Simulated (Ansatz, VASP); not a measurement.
HfC in VASP and in Ansatz

```
Hf C
1.0
     0.90910    2.85718    2.85718
     2.85718    0.90910    2.85718
     2.85718    2.85718    0.90910
Hf C
1 1
Direct
  0.50000 0.50000 0.50000
  0.00000 0.00000 0.00000
```

Alike in both runs: task single point; functional PBE; k mesh 20 × 20 × 20; occupations gaussian, width 0.15 eV; no spin polarisation.

|  | VASP | Ansatz |
| --- | --- | --- |
| version | VASP 6.6.1 | Ansatz 0.2.0 |
| potentials or method | VASP PAW PBE potentials, release 64 (Hf_pv, C), cutoff 520 eV | scalar-relativistic, plane waves, PAW |
| valence electrons in the cell | 14 | 30 |

|  | VASP | Ansatz | Ansatz less VASP |
| --- | --- | --- | --- |
| gap on the k mesh at the Fermi level (eV) | none | none | - |
| pressure (GPa) | 8.3 | 9.3 | +0.95 |
| traceless stress, the component that is largest in VASP (GPa) | -27.07 | -27.23 | -0.156 |

A gap of «none» marks a metal or a gap that the smearing closes. VASP's potentials hold 14 valence electrons a cell and Ansatz's 30, so a difference there can come from the potentials and not from the codes.

Neither program's run includes spin-orbit coupling.
